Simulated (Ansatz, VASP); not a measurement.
TiC: VASP beside Ansatz

Contents of INCAR:

```
PREC = Accurate ; ENCUT = 520
EDIFF = 1E-7 ; ISMEAR = -1
SIGMA = 0.05 ; LREAL = False
LASPH = True ; NELM = 80
ALGO = Normal ; ISIF = 2
LWAVE = False ; LCHARG = True
GGA = PE ; LELF = True
LVHAR = True ; NBANDS = 15
```

Contents of KPOINTS:

```
Automatic mesh
0
Gamma
  15 15 15
```

The input POSCAR:

```
TiC
1.0
    0.0000000000      1.9416428346      1.9416428346
    1.9416428346      0.0000000000      1.9416428346
    1.9416428346      1.9416428346      0.0000000000
Ti C
1 1
Direct
    0.0000000000      0.0000000000      0.0000000000
    0.5000000000      0.5000000000      0.5000000000
```

Input for Ansatz:

```yaml
crystal:
  lattice:
    - [0.0, 1.9416428346, 1.9416428346]
    - [1.9416428346, 0.0, 1.9416428346]
    - [1.9416428346, 1.9416428346, 0.0]
  atoms:
    - { symbol: Ti, position: [0.0, 0.0, 0.0] }
    - { symbol: C, position: [0.5, 0.5, 0.5] }
kpoints:
  mp_grid: { grid: [15, 15, 15] }
scf:
  occupations: { method: fermi_dirac, width: 0.05 }
hamiltonian:
  xc: pbe
  pseudopotentials: { kind: all_electron, lapw: { basis_error: 0.001 } }
output:
  forces: true
  stress: true
  eigenvalues: true
  populations: true
```

Change from the starting cell: volume scaled by 0.72, LAPW.

Alike in both runs: task single point; functional PBE; k mesh 15 × 15 × 15; occupations fermi-dirac, width 0.05 eV; no spin polarisation.

|  | VASP | Ansatz |
| --- | --- | --- |
| version | VASP 6.6.1 | Ansatz 0.2.0 |
| potentials or method | VASP PAW PBE potentials, release 64 (Ti_sv, C), cutoff 520 eV | all-electron LAPW, scalar-relativistic |

```csv
,VASP,Ansatz,Ansatz less VASP
pressure (GPa),156.3,157.1,+0.85
```

Both programs put the cell under a high pressure, so it lies far from rest at this level. Ansatz ran all-electron here, and VASP with PAW potentials.

Noted on VASP's run: the cell as given lies far from equilibrium.
